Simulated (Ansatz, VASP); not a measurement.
ZnS in VASP and in Ansatz

```
Zn S
1.0
     3.81200    0.00000    0.00000
    -1.90600    3.30129    0.00000
     0.00000    0.00000   18.68999
Zn S
6 6
Cartesian
  0.0000 2.2009 15.5749
  1.9060 1.1004 6.2299
  1.9060 1.1004 12.4601
  0.0000 2.2009 3.1151
  0.0000 0.0000 9.3450
  0.0000 0.0000 0.0000
  0.0000 2.2009 17.9112
  1.9060 1.1004 8.5662
  1.9060 1.1004 14.7963
  0.0000 2.2009 5.4513
  0.0000 0.0000 11.6812
  0.0000 0.0000 2.3362
```

Alike in both runs: functional LDA; k mesh 8 × 8 × 2; occupations fermi-dirac, width 0.05 eV; no spin polarisation.

|  | VASP | Ansatz |
| --- | --- | --- |
| version | VASP 6.6.1 | Ansatz 0.2.0 |
| potentials or method | VASP PAW LDA potentials, release 64 (Zn, S) | Ansatz PAW |
| plane-wave cutoff (eV) | 520 | 420 |
| valence electrons in the cell | 108 | 108 |
| task | single point | band structure |

```tsv
	VASP	Ansatz	Ansatz less VASP
gap on the k mesh at the Fermi level (eV)	1.94	1.91	-0.031
least direct gap on the mesh (eV)	1.94	1.91	-0.031
pressure (GPa)	-3.9	-4.1	-0.20
rms of the force components (eV/Å)	0.010	0.010	-0.0001
```

LDA's correlation is that of Perdew and Zunger in VASP and of Perdew and Wang (1992) in Ansatz. Atom by atom the forces differ by 0.001 eV/Å (rms over components).
